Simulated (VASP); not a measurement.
# Cu (P6_3/mmc) in VASP: further runs

The runs below take Cu through single point, with PBE, LDA, PBEsol.

All numbers are computed with VASP 6.6.1; they aren't measurements. Logs are shortened: lines on timing, memory, paths and dates and some standing lists are left out, and cuts for length are marked.

## 1. The cell of the first run

Symmetry: P6_3/mmc, No. 194, hexagonal system. The conventional cell has a = 2.557 Å, b = 2.557 Å, c = 4.228 Å, α = 90.00°, β = 90.00°, γ = 120.00°. Within 3.4 Å of Cu (site symmetry -6m2) lie 12 Cu at 2.56 to 2.58 Å.

## 2. Single point, PBE

INCAR reads:

```
PREC     = Accurate       # precision mode
ENCUT    = 520            # plane-wave cutoff, eV
EDIFF    = 1E-7           # SCF threshold, eV
ISMEAR   = -1             # smearing method
SIGMA    = 0.03           # smearing width, eV
LREAL    = False          # projectors in reciprocal space
LASPH    = True           # aspherical terms in the spheres
NELM     = 80             # most SCF steps
ALGO     = Normal         # electronic algorithm
ISIF     = 2              # what is computed and relaxed
LWAVE    = False          # write WAVECAR
LCHARG   = True           # write CHGCAR
GGA      = PE             # functional
LELF     = True           # ELF
LVHAR    = True         
NBANDS   = 18             # bands
```

KPOINTS reads:

```
regular mesh
0
Gamma
  17 17 9
```

POSCAR reads:

```
Cu
1.0
    2.5566345214      0.0000000000      0.0000000000
   -1.2783172607      2.2141104438      0.0000000000
    0.0000000000      0.0000000000      4.2279517710
Cu
2
Direct
    0.3333333333      0.6666666667      0.2500000000
    0.6666666667      0.3333333333      0.7500000000
```

Potentials or basis: VASP PAW PBE potentials, release 64 (Cu).

Launch:

```bash
$ cat potpaw_PBE.64/Cu/POTCAR > POTCAR
$ mpirun -np 1 vasp_std > vasp.out
```

OUTCAR:

```text
PREC = Accurate
   ENCUT = 520
   EDIFF = 1E-7
   ISMEAR = -1
   LREAL = False
   LASPH = True
   NELM = 80
   ISIF = 2
   GGA = PE

 ion  position               nearest neighbor table
   1  0.333  0.667  0.250-   2 2.58   2 2.58   2 2.58   2 2.58   2 2.58   2 2.58
   2  0.667  0.333  0.750-   1 2.58   1 2.58   1 2.58   1 2.58   1 2.58   1 2.58

  LATTYP: Found a hexagonal cell.
 ALAT       =     2.5566345214
 C/A-ratio  =     1.6537177041

  Lattice vectors:

 A1 = (   2.5566345214,   0.0000000000,   0.0000000000)
 A2 = (  -1.2783172607,   2.2141104438,   0.0000000000)
 A3 = (   0.0000000000,   0.0000000000,   4.2279517710)

Analysis of symmetry for initial positions (statically):
=====================================================================
 Subroutine PRICEL returns:
 Original cell was already a primitive cell.

 Routine SETGRP: Setting up the symmetry group for a
 hexagonal supercell.

 Subroutine GETGRP returns: Found 24 space group operations
 (whereof 12 operations were pure point group operations)
 out of a pool of 24 trial point group operations.

The static configuration has the point symmetry D_3d.
 The point group associated with its full space group is D_6h.

Analysis of symmetry for dynamics (positions and initial velocities):
=====================================================================
 Subroutine PRICEL returns:
 Original cell was already a primitive cell.

 Routine SETGRP: Setting up the symmetry group for a
 hexagonal supercell.

 Subroutine GETGRP returns: Found 24 space group operations
 (whereof 12 operations were pure point group operations)
 out of a pool of 24 trial point group operations.

The dynamic configuration has the point symmetry D_3d.
 The point group associated with its full space group is D_6h.

 Subroutine INISYM returns: Found 24 space group operations
 (whereof 12 operations are pure point group operations),
 and found     1 'primitive' translations

----------------------------------------------------------------------------------------

                                     Primitive cell

  volume of cell :      23.9330

  direct lattice vectors                    reciprocal lattice vectors
     2.556634521  0.000000000  0.000000000     0.391139207  0.225824327  0.000000000
    -1.278317261  2.214110444  0.000000000     0.000000000  0.451648653  0.000000000
     0.000000000  0.000000000  4.227951771     0.000000000  0.000000000  0.236521146

  length of vectors
     2.556634521  2.556634521  4.227951771     0.451648653  0.451648653  0.236521146

  position of ions in fractional coordinates (direct lattice)
     0.333333333  0.666666667  0.250000000
     0.666666667  0.333333333  0.750000000

  ion indices of the primitive-cell ions
   primitive index   ion index
                 1           1
                 2           2

----------------------------------------------------------------------------------------

 KPOINTS: regular mesh

Automatic generation of k-mesh.
 Grid dimensions read from file:
 generate k-points for:   17   17    9

 Generating k-lattice:

  Cartesian coordinates                     Fractional coordinates (reciprocal lattice)
     0.023008189  0.013283784  0.000000000     0.058823529 -0.000000000  0.000000000
     0.000000000  0.026567568  0.000000000     0.000000000  0.058823529  0.000000000
     0.000000000  0.000000000  0.026280127     0.000000000  0.000000000  0.111111111

  Length of vectors
     0.026567568  0.026567568  0.026280127

  Shift w.r.t. Gamma in fractional coordinates (k-lattice)
     0.000000000  0.000000000  0.000000000

 Subroutine IBZKPT returns following result:
 ===========================================

 Found    165 irreducible k-points:

 Following reciprocal coordinates:
            Coordinates               Weight
  0.000000  0.000000  0.000000      1.000000
  0.058824  0.000000  0.000000      6.000000
  0.117647  0.000000  0.000000      6.000000
  0.176471  0.000000  0.000000      6.000000
  0.235294  0.000000  0.000000      6.000000
  0.294118  0.000000  0.000000      6.000000
[... 16 lines left out ...]
  0.411765  0.117647  0.000000     12.000000
  0.176471  0.176471  0.000000      6.000000
 [... further k-points ...]
   k-points           NKPTS =    165   k-points in BZ     NKDIM =    165   number of bands    NBANDS=     18
   number of dos      NEDOS =    301   number of ions     NIONS =      2
   total plane-waves  NPLWV =  12800
   dimension x,y,z NGX =    20 NGY =   20 NGZ =   32
   dimension x,y,z NGXF=    40 NGYF=   40 NGZF=   64
   ions per type =               2
   NGX,Y,Z   is equivalent  to a cutoff of  13.01, 13.01, 12.58 a.u.
   NGXF,Y,Z  is equivalent  to a cutoff of  26.01, 26.01, 25.17 a.u.
 SYSTEM =  unknown system
   PREC   = accura    normal or accurate (medium, high low for compatibility)
   ISTART =      0    job   : 0-new  1-cont  2-samecut
   ICHARG =      2    charge: 1-file 2-atom 10-const
   ISPIN  =      1    spin polarized calculation?
   LNONCOLLINEAR =      F non collinear calculations
   LSORBIT =      F    spin-orbit coupling
   LASPH  =      T    aspherical Exc in radial PAW
   ENCUT  =  520.0 eV  38.22 Ry    6.18 a.u.   4.75  4.75  7.86*2*pi/ulx,y,z
   NELM   =     80;   NELMIN=  2; NELMDL= -5     # of ELM steps
   EDIFF  = 0.1E-06   stopping-criterion for ELM
   LREAL  =      F    real-space projection
   EDIFFG = 0.1E-05   stopping-criterion for IOM
   NSW    =      0    number of steps for IOM
   IBRION =     -1    ionic relax: 0-MD 1-quasi-New 2-CG
   NFREE  =      0    steps in history (QN), initial steepest desc. (CG)
   ISIF   =      2    stress and relaxation
   ISYM   =      2    0-nonsym 1-usesym 2-fastsym
   POTIM  = 0.5000    time-step for ionic-motion
   TEBEG  =    0.0;   TEEND  =   0.0 temperature during run
   PSTRESS=    0.0 pullay stress
   NELECT =      22.0000    total number of electrons
   NUPDOWN=      -1.0000    fix difference up-down
   EMIN   =  10.00;   EMAX   =-10.00  energy-range for DOS
   EFERMI =   0.00;   METHOD = LEGACY
   ISMEAR =    -1;   SIGMA  =   0.03  broadening in eV -4-tet -1-fermi 0-gaus
   EFERMI_NEDOS =   21; number of points for ismear=-14 and -15
   IALGO  =     38    algorithm
   IMIX   =      4    mixing-type and parameters
     AMIX     =   0.40;   BMIX     =  1.00
     AMIX_MAG =   1.60;   BMIX_MAG =  1.00
  volume/ion in A,a.u.               =      11.97        80.75
  Fermi-wavevector in a.u.,A,eV,Ry     =   1.591780  3.008028 34.473951  2.533764
  Thomas-Fermi vector in A             =   2.690267
   LORBIT       =      0    0 simple, 1 ext, 2 COOP (PROOUT), +10 PAW based schemes
   GGA     = PE    functional components
   LHFCALC =     F    Hartree Fock is set to
   AEXX    =    0.0000 exact exchange contribution
   IVDW    =     0    specifies the selected vdW correction
   LEPSILON=     F    determine dielectric tensor
   LRPA    =     F    only Hartree local field effects (RPA)
 non-spin polarized calculation
  energy-cutoff  :      520.00
  volume of cell :       23.93
 maximum number of plane-waves:       658
 NGX is ok and might be reduce to    20
   NGX =  9   NGY =  9   NGZ = 15

 number of electron      22.0000007 magnetization

 Free energy of the ion-electron system (eV)
  ---------------------------------------------------
  ext. energy  EPLUGINS =         0.00000000
  ---------------------------------------------------
  free energy    TOTEN  =        -7.44023954 eV

  energy without entropy =       -7.43822907  energy(sigma->0) =       -7.43923431

 E-fermi :   7.4590     XC(G=0): -12.6494

 val. band max:        7.4587507434   @ k =   0.1765   0.1765   0.3333
 cond. band min:       7.4738422739   @ k =   0.2353   0.2353   0.4444
 fundamental gap:      0.0150915305
 Fermi energy:         7.4590211240

 k-point     1 :       0.0000    0.0000    0.0000
  band No.  band energies     occupation
      1      -1.8280      2.00000
      2       2.3901      2.00000
      3       4.3908      2.00000
      4       4.4864      2.00000
      5       4.4864      2.00000
      6       4.6795      2.00000
[... 10 lines left out ...]
     17      30.8884      0.00000
     18      30.8901      0.00000

 k-point     2 :       0.0588    0.0000    0.0000
  band No.  band energies     occupation
      1      -1.7159      2.00000
      2       2.4566      2.00000
      3       4.3403      2.00000
      4       4.5268      2.00000
      5       4.5274      2.00000
      6       4.6587      2.00000
[... 10 lines left out ...]
     17      30.9935      0.00000
     18      31.6741      0.00000

 k-point     3 :       0.1176    0.0000    0.0000
  band No.  band energies     occupation
      1      -1.3832      2.00000
      2       2.6421      2.00000
      3       4.2347      2.00000
      4       4.5653      2.00000
      5       4.6444      2.00000
      6       4.6521      2.00000
[... 10 lines left out ...]
     17      31.0051      0.00000
     18      31.7274      0.00000

 k-point     4 :       0.1765    0.0000    0.0000
  band No.  band energies     occupation
      1      -0.8419      2.00000
      2       2.8977      2.00000
      3       4.1112      2.00000
      4       4.2295      2.00000
      5       4.4904      2.00000
      6       4.7858      2.00000
[... 10 lines left out ...]
     17      28.5660      0.00000
     18      30.1886      0.00000

 k-point     5 :       0.2353    0.0000    0.0000
  band No.  band energies     occupation
      1      -0.1177      2.00000
      2       3.1224      2.00000
      3       3.8626      2.00000
      4       4.0252      2.00000
      5       4.4223      2.00000
      6       4.7253      2.00000
[... 10 lines left out ...]
     17      26.0750      0.00000
     18      28.1808      0.00000

 k-point     6 :       0.2941    0.0000    0.0000
  band No.  band energies     occupation
      1       0.7359      2.00000
      2       3.1935      2.00000
      3       3.5773      2.00000
      4       4.0271      2.00000
      5       4.4356      2.00000
      6       4.6285      2.00000
[... 10 lines left out ...]
     17      24.1817      0.00000
     18      27.1607      0.00000

 k-point     7 :       0.3529    0.0000    0.0000
  band No.  band energies     occupation
      1       1.6051      2.00000
      2       3.1296      2.00000
      3       3.3708      2.00000
      4       4.0982      2.00000
      5       4.5439      2.00000
      6       4.5461      2.00000
[... 10 lines left out ...]
     17      21.9920      0.00000
     18      26.7148      0.00000

 k-point     8 :       0.4118    0.0000    0.0000
  band No.  band energies     occupation
      1       2.2882      2.00000
      2       3.0284      2.00000
      3       3.2375      2.00000
      4       4.2641      2.00000
      5       4.4864      2.00000
      6       4.5367      2.00000
[... 10 lines left out ...]
     17      20.9672      0.00000
     18      26.4805      0.00000
[... 229 lines left out ...]
     17      27.1194      0.00000
     18      27.8216      0.00000

 k-point    20 :       0.2353    0.1176    0.0000
  band No.  band energies     occupation
      1       1.0210      2.00000
      2       3.3390      2.00000
      3       3.5545      2.00000
      4       3.8477      2.00000
      5       4.4592      2.00000
      6       4.4646      2.00000
[... 10 lines left out ...]
     17      24.6746      0.00000
     18      27.0281      0.00000

 k-point    21 :       0.2941    0.1176    0.0000
  band No.  band energies     occupation
      1       1.8645      2.00000
      2       3.2645      2.00000
      3       3.3842      2.00000
      4       3.9148      2.00000
      5       4.3992      2.00000
      6       4.5610      2.00000
[... 10 lines left out ...]
     17      22.3590      0.00000
     18      26.4257      0.00000

 k-point    22 :       0.3529    0.1176    0.0000
  band No.  band energies     occupation
      1       2.5129      2.00000
      2       3.1605      2.00000
      3       3.2738      2.00000
      4       4.0594      2.00000
      5       4.3765      2.00000
      6       4.5625      2.00000
[... 10 lines left out ...]
     17      20.3009      0.00000
     18      26.0204      0.00000

 k-point    23 :       0.4118    0.1176    0.0000
  band No.  band energies     occupation
      1       2.8249      2.00000
      2       3.0810      2.00000
      3       3.2199      2.00000
      4       4.2172      2.00000
      5       4.3867      2.00000
      6       4.4833      2.00000
[... 10 lines left out ...]
     17      18.8254      0.00000
     18      25.8165      0.00000

 k-point    24 :       0.1765    0.1765    0.0000
  band No.  band energies     occupation
      1       0.9425      2.00000
      2       3.4358      2.00000
      3       3.5936      2.00000
      4       3.7375      2.00000
      5       4.4302      2.00000
      6       4.4666      2.00000
[... 10 lines left out ...]
     17      25.5250      0.00000
     18      26.0301      0.00000

 [... further k-points ...]

------------------------ aborting loop because EDIFF is reached ----------------------------------------

  FORCE on cell =-STRESS in cart. coord.  units (eV):
  Direction    XX          YY          ZZ          XY          YZ          ZX
  --------------------------------------------------------------------------------------
  -------------------------------------------------------------------------------------
  Total        0.0841159      0.0841159      0.0865483      0.0000000      0.0000000      0.0000000
  in kB        5.6310685      5.6310685      5.7939026      0.0000000      0.0000000      0.0000000
  external PRESSURE =       5.6853465 kB  Pullay stress =       0.0000000 kB

 VOLUME and BASIS-vectors are now :
 -----------------------------------------------------------------------------
  energy-cutoff  :      520.00
  volume of cell :       23.93
      direct lattice vectors                 reciprocal lattice vectors
     2.556634521  0.000000000  0.000000000     0.391139207  0.225824327  0.000000000
    -1.278317261  2.214110444  0.000000000     0.000000000  0.451648653  0.000000000
     0.000000000  0.000000000  4.227951771     0.000000000  0.000000000  0.236521146

 POSITION                                       TOTAL-FORCE (eV/Angst)
 -----------------------------------------------------------------------------------
     -0.00000      1.47607      1.05699         0.000000      0.000000      0.000000
      1.27832      0.73804      3.17096        -0.000000      0.000000      0.000000
 -----------------------------------------------------------------------------------
    total drift:                                0.000000     -0.000000      0.000000

  FREE ENERGIE OF THE ION-ELECTRON SYSTEM (eV)
  ---------------------------------------------------
  free  energy   TOTEN  =        -7.4402395420 eV

  energy  without entropy=       -7.4382290710  energy(sigma->0) =       -7.43923431
```

Wall time 49 s (1 thread of Intel Xeon Platinum 8488C (Sapphire Rapids), shared host); peak memory 0.18 GiB.

Results:

```yaml
Free_energy: -7.4402 eV
Pressure: 0.6 GPa
Band_gap_on_the_k_mesh: zero (band 11 reaches 11.12 eV, above the bottom of band 12 at 5.54 eV)
```

## 3. Single point, LDA

INCAR reads:

```
SYSTEM = Cu
PREC = Accurate ; ENCUT = 520
EDIFF = 1E-7 ; ISMEAR = -1
SIGMA = 0.03 ; LREAL = .False.
LASPH = .True. ; NELM = 80
ALGO = Normal ; ISIF = 2
LWAVE = .False. ; LCHARG = .False.
NBANDS = 18
```

KPOINTS reads:

```
regular mesh
0
Gamma
  17 17 9
  0 0 0
```

POSCAR is that of step 2.

Potentials or basis: VASP PAW LDA potentials, release 64 (Cu).

Launch:

```bash
$ cat potpaw_LDA.64/Cu/POTCAR > POTCAR
$ mpirun -np 1 vasp_std > vasp.out
```

It took 70 s on 1 thread of Intel Xeon Platinum 8488C (Sapphire Rapids), shared host; peak memory 0.16 GiB.

It converged, with:

| Property | Result |
| --- | --- |
| Free energy | -9.3083 eV |
| Pressure | -13.1 GPa |
| Band gap on the k mesh | zero (band 11 reaches 10.86 eV, above the bottom of band 12 at 5.26 eV) |

Stress tensor (GPa, compression positive):
```
-13.22   0.00   0.00
  0.00 -13.22   0.00
  0.00   0.00 -12.88
```

Levels at points of the mesh, in eV from the Fermi level:
| k point | band 9 | band 10 | band 11 | band 12 | band 13 | band 14 |
| --- | --- | --- | --- | --- | --- | --- |
| (0.00, 0.00, 0.00) | -2.48 | -1.77 | -1.77 | -1.07 | 3.45 | 21.50 |

## 4. Single point, PBEsol

INCAR reads:

```
SYSTEM = Cu
ALGO = Normal ; EDIFF = 1E-6
ENCUT = 520 ; GGA = PS
ISIF = 2 ; ISMEAR = -1
LASPH = .TRUE. ; LCHARG = .FALSE.
LREAL = .FALSE. ; LWAVE = .FALSE.
NBANDS = 18 ; NELM = 60
PREC = Accurate ; SIGMA = 0.03
```

KPOINTS reads:

```
k-points
0
G
  17 17 9
  0 0 0
```

POSCAR is that of step 3.

Potentials or basis: VASP PAW PBE potentials, release 64 (Cu).

Launch:

```bash
$ cat potpaw_PBE.64/Cu/POTCAR > POTCAR
$ mpirun -np 1 vasp_std > vasp.out
```

Run time: 61 s. Hardware: 1 thread of Intel Xeon Platinum 8488C (Sapphire Rapids), shared host; peak memory 0.18 GiB.

It converged, with:

| Property | Result |
| --- | --- |
| Free energy | -8.5729 eV |
| Pressure | -7.4 GPa |
| Band gap on the k mesh | zero (band 11 reaches 10.91 eV, above the bottom of band 12 at 5.36 eV) |

Stress tensor (GPa, compression positive):
```
-7.40  0.00  0.00
 0.00 -7.40  0.00
 0.00  0.00 -7.30
```

Levels at points of the mesh, in eV from the Fermi level:
| k point | band 9 | band 10 | band 11 | band 12 | band 13 | band 14 |
| --- | --- | --- | --- | --- | --- | --- |
| (0.00, 0.00, 0.00) | -2.43 | -1.73 | -1.73 | -1.13 | 3.48 | 21.38 |

Caveat: the PAW data sets were made with another functional, which shifts forces and pressure a little.

## 5. Overview

| level | potentials or basis | gap on the mesh (eV) | pressure (GPa) |
| --- | --- | --- | --- |
| PBE | VASP PAW PBE potentials, release 64 (Cu) | none | 0.6 |
| LDA | VASP PAW LDA potentials, release 64 (Cu) | none | -13.1 |
| PBEsol | VASP PAW PBE potentials, release 64 (Cu) | none | -7.4 |

Alike in all rows: task single point; no spin polarisation; cell as given; k mesh 17 × 17 × 9; cutoff (eV) 520; smearing fermi-dirac 0.03 eV.

Caveats: the PAW data sets were made with another functional, which shifts forces and pressure a little (some runs).

Absolute energies hang on the potentials; compare differences alone.
